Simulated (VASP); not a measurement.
A run of VASP 6.6.1 is set up as follows.

Contents of INCAR:

```
PREC = Accurate ; ENCUT = 520
EDIFF = 1E-6 ; ISMEAR = -1
SIGMA = 0.1 ; LREAL = False
LASPH = True ; NELM = 80
ALGO = Normal ; ISIF = 2
LWAVE = False ; LCHARG = False
GGA = PE ; NBANDS = 12
```

File KPOINTS:

```
regular mesh
0
Gamma
  25 25 25
```

Contents of POSCAR:

```
Cu
1.0
   -1.4613320508      1.4613320508      1.4613320508
    1.4613320508     -1.4613320508      1.4613320508
    1.4613320508      1.4613320508     -1.4613320508
Cu
1
Direct
    0.0000000000      0.0000000000      0.0000000000
```

Potentials or basis: VASP PAW PBE potentials, release 64 (Cu).

Launch:

```bash
$ cat potpaw_PBE.64/Cu/POTCAR > POTCAR
$ mpirun -np 1 vasp_std > vasp.out
```

(1) Predict the pressure.

Answers

(1) -4.3 GPa.
